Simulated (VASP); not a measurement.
Crystal: AlIn.

```
CELL_PARAMETERS angstrom
3.19915 0.00000 0.00000
-1.59957 2.77054 0.00000
0.00000 0.00000 4.50829
ATOMIC_POSITIONS crystal
Al 0.00000 0.00000 0.00000
In 0.00000 0.00000 0.50000
```

The cell was generated, and may not be a known phase.

```yaml
Program: VASP 6.6.1
Task: relaxation of cell and atoms
Functional: PBE
Potentials_or_basis: VASP PAW PBE potentials, release 64 (Al, In_d)
Cutoff: 600 eV
k_mesh: 6 × 6 × 4
Occupations: gaussian, width 0.1 eV
Spin: no spin polarisation
```

At the start: pressure 29.4 GPa; volume 19.98 Å³/atom.

Q: How do energy, volume and symmetry change on relaxing?

A: Over 10 steps the energy falls by 895.1 meV/atom and the volume is 23.57 Å³/atom (+17.9 %); space group P6/mmm (No. 191, to 0.1 Å) before and after.

Step by step:
```tsv
step	energy change (eV)	largest force (eV/Å)	pressure (GPa)	volume (Å³)
1	0.0000	0.0000	29.38	39.96
2	-1.3523	0.0000	-5.38	61.39
3	-1.7482	0.0000	-2.16	50.12
4	-1.7470	0.0000	-2.69	50.58
5	-1.7482	0.0000	-2.38	50.32
6	-1.7845	0.0000	-1.06	48.12
7	-1.7893	0.0000	0.48	46.58
8	-1.7900	0.0000	0.24	46.93
9	-1.7900	0.0000	0.13	47.02
10	-1.7902	0.0000	-0.02	47.13
```

Final structure:
```yaml
crystal:
  lattice:
    - [3.09390, 0.00000, 0.00000]
    - [-1.54695, 2.67940, 0.00000]
    - [0.00000, 0.00000, 5.68538]
  atoms:
    - { symbol: Al, position: [0.00000, 0.00000, 0.00000] }
    - { symbol: In, position: [0.00000, 0.00000, 0.50000] }
```

Caveat: the k points lie up to 0.39 Å⁻¹ apart in the final cell, too coarse for converged energies and pressures of a metal; the volume moved by over 15 % at a fixed basis, so the end points are rough.
